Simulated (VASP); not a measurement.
CuI:

```
CELL_PARAMETERS angstrom
0.00000 3.13251 2.84676
3.13251 0.00000 2.84676
3.13251 3.13251 0.00000
ATOMIC_POSITIONS crystal
Cu 0.00000 0.00000 0.00000
I 0.25000 0.25000 0.25000
```

This cell differs from its parent crystal: epitaxial xy strain +4.0%.

Base run:

| Item | Value |
| --- | --- |
| Program | VASP 6.6.1 |
| Functional | PBE |
| Potentials or basis | VASP PAW PBE potentials, release 64 (Cu, I) |
| Cutoff | 520 eV |
| k mesh | 8 × 8 × 8 |
| Occupations | fermi-dirac, width 0.02 eV |
| Spin | no spin polarisation |

Its results: band gap on the k mesh 1.06 eV; pressure 0.1 GPa.

Q: The run is repeated on the same cell with these changes: functional from PBE to r2SCAN; occupations from fermi-dirac, width 0.02 eV to gaussian, width 0.01 eV. What comes out?

A: Band gap on the k mesh 1.53 eV; pressure -1.1 GPa.

Caveats: spin-orbit coupling is left out, which moves the levels of the heavy elements; the PAW data sets were made with another functional, which shifts forces and pressure a little (at least some runs).

